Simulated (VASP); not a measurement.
# Bi2Se3 (R-3m) in VASP: further runs, part 2 of 2

VASP 6.6.1.

## Step 4: Relaxation of cell and atoms, PBEsol

This run uses another cell than the first one, of 28.38 Å³/atom.

INCAR

```
PREC = Accurate ; ENCUT = 500
EDIFF = 1E-7 ; ISMEAR = -1
SIGMA = 0.05 ; LREAL = False
LASPH = True ; NELM = 120
ALGO = Normal ; ISIF = 3
LWAVE = False ; LCHARG = False
GGA = PS ; IBRION = 2
NSW = 60 ; EDIFFG = -0.01
GGA_COMPAT = False ; NELMIN = 4
```

KPOINTS

```
regular mesh
0
Gamma
  8 8 8
```

POSCAR

```
Bi2Se3
1.0
    2.0715000000      1.1959810826      9.5453333333
   -2.0715000000      1.1959810826      9.5453333333
    0.0000000000     -2.3919621653      9.5453333333
Bi Se
2 3
Direct
    0.5992000000      0.5992000000      0.5992000000
    0.4008000000      0.4008000000      0.4008000000
    0.7883000000      0.7883000000      0.7883000000
    0.2117000000      0.2117000000      0.2117000000
    0.0000000000      0.0000000000      0.0000000000
```

Potentials or basis: VASP PAW PBE potentials, release 64 (Bi_d, Se).

Run with:

```bash
> cat potpaw_PBE.64/Bi_d/POTCAR potpaw_PBE.64/Se/POTCAR > POTCAR
> mpirun -np 1 vasp_std > vasp.out
```

OUTCAR:

```text
PREC = Accurate
   ENCUT = 500
   EDIFF = 1E-7
   ISMEAR = -1
   LREAL = False
   LASPH = True
   NELM = 120
   ISIF = 3
   GGA = PS
   IBRION = 2
   NSW = 60
   EDIFFG = -0.01
   NELMIN = 4

 ion  position               nearest neighbor table
   1  0.599  0.599  0.599-   4 2.85   4 2.85   4 2.85   5 3.07   5 3.07   5 3.07
   2  0.401  0.401  0.401-   3 2.85   3 2.85   3 2.85   5 3.07   5 3.07   5 3.07
   3  0.788  0.788  0.788-   2 2.85   2 2.85   2 2.85
   4  0.212  0.212  0.212-   1 2.85   1 2.85   1 2.85
   5  0.000  0.000  0.000-   1 3.07   1 3.07   2 3.07   2 3.07   1 3.07   2 3.07

  LATTYP: Found a trigonal (rhomboedric) cell.
 ALAT       =     9.8404710987
 COS(alpha) =     0.9113725833

  Lattice vectors:

 A1 = (   2.0715000000,   1.1959810826,   9.5453333333)
 A2 = (  -2.0715000000,   1.1959810826,   9.5453333333)
 A3 = (   0.0000000000,  -2.3919621653,   9.5453333333)

Analysis of symmetry for initial positions (statically):
=====================================================================
 Subroutine PRICEL returns:
 Original cell was already a primitive cell.
[... 175 lines left out ...]

  energy without entropy =      -22.04776889  energy(sigma->0) =      -22.04792816

------------------------ aborting loop because EDIFF is reached ----------------------------------------

  FORCE on cell =-STRESS in cart. coord.  units (eV):
  Direction    XX          YY          ZZ          XY          YZ          ZX
  --------------------------------------------------------------------------------------
  -------------------------------------------------------------------------------------
  Total       -0.2433082     -0.2433082     -0.2236306      0.0000000      0.0000000      0.0000000
  in kB       -2.7473609     -2.7473609     -2.5251679      0.0000000      0.0000000      0.0000000
  external PRESSURE =      -2.6732966 kB  Pullay stress =       0.0000000 kB
[... 143 lines left out ...]
--------------------------------------- Ionic step        5  -------------------------------------------

 number of electron      48.0000004 magnetization

 Free energy of the ion-electron system (eV)
  ---------------------------------------------------
  ext. energy  EPLUGINS =         0.00000000
  ---------------------------------------------------
  free energy    TOTEN  =       -22.05200171 eV

  energy without entropy =      -22.05167923  energy(sigma->0) =      -22.05184047

 E-fermi :   4.9958     XC(G=0):  -9.7190

 val. band max:        4.9376486214   @ k =   0.0000   0.0000   0.0000
 cond. band min:       5.0486951519   @ k =   0.0000   0.0000   0.0000
 fundamental gap:      0.1110465305
 Fermi energy:         4.9958497391

 k-point     1 :       0.0000    0.0000    0.0000
  band No.  band energies     occupation
      1     -18.1213      2.00000
      2     -18.1213      2.00000
      3     -18.1192      2.00000
      4     -18.1192      2.00000
      5     -18.1110      2.00000
      6     -18.1082      2.00000
[... 733 lines left out ...]
     27       6.8795      0.00000
     28       7.7255      0.00000

 [... further k-points ...]
[... 5 lines left out ...]
  --------------------------------------------------------------------------------------
  -------------------------------------------------------------------------------------
  Total       -0.0008293     -0.0008293     -0.0140183      0.0000000      0.0000000      0.0000000
  in kB       -0.0094361     -0.0094361     -0.1595136      0.0000000      0.0000000      0.0000000
  external PRESSURE =      -0.0594620 kB  Pullay stress =       0.0000000 kB
[... 20 lines left out ...]
  FREE ENERGIE OF THE ION-ELECTRON SYSTEM (eV)
  ---------------------------------------------------
  free  energy   TOTEN  =       -22.0520017109 eV

  energy  without entropy=      -22.0516792259  energy(sigma->0) =      -22.05184047

 reached required accuracy - stopping structural energy minimisation
```

CONTCAR:

```text
Bi2Se3
   1.00000000000000
     2.0660075838558902    1.1928100346608090    9.5225912345056187
    -2.0660075838558902    1.1928100346608090    9.5225912345056187
     0.0000000000000000   -2.3856200694211136    9.5225912345055903
  Bi              Se
     2     3
Direct
     0.5996940519402035    0.5996940519402035    0.5996940519402035
     0.4003059480597964    0.4003059480597964    0.4003059480597964
     0.7885692069552539    0.7885692069552539    0.7885692069552539
     0.2114307930447462    0.2114307930447462    0.2114307930447462
     0.0000000000000000    0.0000000000000000    0.0000000000000000

  0.00000000E+00  0.00000000E+00  0.00000000E+00
  0.00000000E+00  0.00000000E+00  0.00000000E+00
  0.00000000E+00  0.00000000E+00  0.00000000E+00
  0.00000000E+00  0.00000000E+00  0.00000000E+00
  0.00000000E+00  0.00000000E+00  0.00000000E+00
```

Run time: 87 min. Hardware: 1 thread of Oxide Virtual Turin-like, shared host; peak memory 0.89 GiB.

Results:

| Item | Value |
| --- | --- |
| Free energy | -22.0520 eV |
| Relaxed volume | 28.16 Å³/atom |
| Relaxed cell | a = 9.817 Å, b = 9.817 Å, c = 9.817 Å, α = 24.30°, β = 24.30°, γ = 24.30° |
| Space group after relaxing (to 0.1 Å) | R-3m (No. 166) |
| Energy gained by relaxing | 0.8 meV/atom |
| Ionic steps | 5 |
| Pressure after relaxing | 0.0 GPa |
| Largest force after relaxing | 0.005 eV/Å |
| Band gap on the k mesh | 0.11 eV |

Forces on the atoms (eV/Å):
```
Bi   0.000  0.000 -0.002
Bi   0.000  0.000  0.002
Se   0.000  0.000  0.005
Se   0.000  0.000 -0.005
Se   0.000  0.000  0.000
```

The path:
```
step  energy change (eV)  largest force (eV/Å)  pressure (GPa)  volume (Å³)
   1              0.0000                0.1665           -0.27       141.89
   2             -0.0032                0.0816            0.05       140.92
   3             -0.0035                0.0527            0.18       140.52
   4             -0.0038                0.0310           -0.12       140.97
   5             -0.0039                0.0054           -0.01       140.80
```

Final structure:
```
Bi Se
1.0
     2.06601    1.19281    9.52259
    -2.06601    1.19281    9.52259
     0.00000   -2.38562    9.52259
Bi Se
2 3
Direct
  0.59969 0.59969 0.59969
  0.40031 0.40031 0.40031
  0.78857 0.78857 0.78857
  0.21143 0.21143 0.21143
  0.00000 0.00000 0.00000
```

Levels at points of the mesh, in eV from the valence-band top:
| k point | band 22 | band 23 | band 24 | band 25 | band 26 | band 27 |
| --- | --- | --- | --- | --- | --- | --- |
| (0.00, 0.00, 0.00) | -1.24 | -1.24 | 0.00 | 0.11 | 1.32 | 1.32 |
| (0.50, 0.00, 0.00) | -2.25 | -1.26 | -0.58 | 0.75 | 1.82 | 2.92 |
| (0.50, 0.50, 0.00) | -1.95 | -1.71 | -1.04 | 1.25 | 1.88 | 2.52 |
| (0.50, 0.50, 0.50) | -1.44 | -1.44 | -0.53 | 0.61 | 1.64 | 1.64 |

Caveat: the PAW data sets were made with another functional, which shifts forces and pressure a little; spin-orbit coupling is left out, which moves the levels of the heavy elements.

## Step 5: Summary

| task | cell | cutoff (eV) | gap on the mesh (eV) | pressure (GPa) | largest force (eV/Å) |
| --- | --- | --- | --- | --- | --- |
| single point | a = 9.774 Å, angles 24.3°, 5 atoms | 520 | 0.12 | 1.1 | 0.24 |
| single point | a = 9.840 Å, angles 24.3°, 5 atoms | 520 | 0.14 | -0.3 | 0.17 |
| relaxation of cell and atoms | relaxed from a = 9.840 Å, angles 24.3°, 5 atoms | 500 | 0.11 | 0.0 | 0.01 |

Alike in all rows: level PBEsol; potentials or basis VASP PAW PBE potentials, release 64 (Bi_d, Se); no spin polarisation; k mesh 8 × 8 × 8; smearing fermi-dirac 0.05 eV.

Caveats: the PAW data sets were made with another functional, which shifts forces and pressure a little; spin-orbit coupling is left out, which moves the levels of the heavy elements.

Absolute energies hang on the potentials; compare differences alone.
